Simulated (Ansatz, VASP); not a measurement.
One calculation of SnSbS2, two programs

```
Sn Sb S
1.0
     5.28484    0.00000    0.00000
     0.00000    5.28484    0.00000
     0.00000    0.00000    3.55370
Sn Sb S
1 1 2
Direct
  0.50000 0.50000 0.50000
  0.00000 0.00000 0.00000
  0.00000 0.50000 0.12479
  0.50000 0.00000 0.87521
```

Change from the starting cell: species swapped into the ZnSnP2 type (P-4m2, No. 115).

Alike in both runs: functional PBE; k mesh 4 × 4 × 6; occupations gaussian, width 0.1 eV; no spin polarisation.

Ansatz relaxed the structure, and its values are those at the end. VASP's run is a single point on that final structure, the one shown.

|  | VASP | Ansatz |
| --- | --- | --- |
| version | VASP 6.6.1 | Ansatz 0.2.0 |
| potentials or method | VASP PAW PBE potentials, release 64 (Sn_d, Sb, S), cutoff 520 eV | scalar-relativistic, plane waves, PAW |
| valence electrons in the cell | 31 | 41 |

VASP gave:

```
gap on the k mesh at the Fermi level (eV) : none
pressure (GPa)                            : -0.3
rms of the force components (eV/Å)        : 0.003
```

Problem. What did Ansatz give for the same quantities?

Solution. gap on the k mesh at the Fermi level (eV): none; pressure (GPa): -0.1; rms of the force components (eV/Å): 0.001.

A gap of «none» marks a metal or a gap that the smearing closes. With one functional, cell and mesh, what is left measures potentials, basis and numerics. VASP's potentials hold 31 valence electrons a cell and Ansatz's 41, so a difference there can come from the potentials and not from the codes.

Spin-orbit coupling is off throughout.
